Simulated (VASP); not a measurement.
Here is a VASP 6.6.1 calculation.

INCAR

```
PREC = Accurate
ENCUT = 520
EDIFF = 1E-7
ISMEAR = -1
SIGMA = 0.05
LREAL = F
LASPH = T
NELM = 60
ALGO = Normal
ISIF = 2
LWAVE = F
LCHARG = T
GGA = B5
ALDAX = 1.0
AGGAX = 1.0
AGGAC = 1.0
ALDAC = 0.0
IVDW = 13
VDW_S6 = 1.0
VDW_S8 = 2.34076671
VDW_A1 = 0.44488865
VDW_A2 = 4.0933009
LELF = T
LVHAR = T
NBANDS = 16
```

File KPOINTS:

```
Automatic mesh
0
Gamma
  9 9 9
```

The input POSCAR:

```
AlRu
1.0
    2.9828051775      0.0000000000      0.0000000000
    0.0000000000      2.9828051775      0.0000000000
    0.0000000000      0.0000000000      2.9828051775
Ru Al
1 1
Direct
    0.5000000000      0.5000000000      0.5000000000
    0.0000000000      0.0000000000      0.0000000000
```

Potentials or basis: VASP PAW PBE potentials, release 64 (Ru_pv, Al).

Run with:

```sh
$ cat potpaw_PBE.64/Ru_pv/POTCAR potpaw_PBE.64/Al/POTCAR > POTCAR
$ mpirun -np 1 vasp_std > vasp.out
```

Q: Predict the dispersion energy per atom.

A: -0.917 eV.

Q: Estimate the pressure.

A: 0.5 GPa.

Caveat: the PAW data sets were made with another functional, which shifts forces and pressure a little; pairwise dispersion overbinds metals, which lowers pressure and volume.
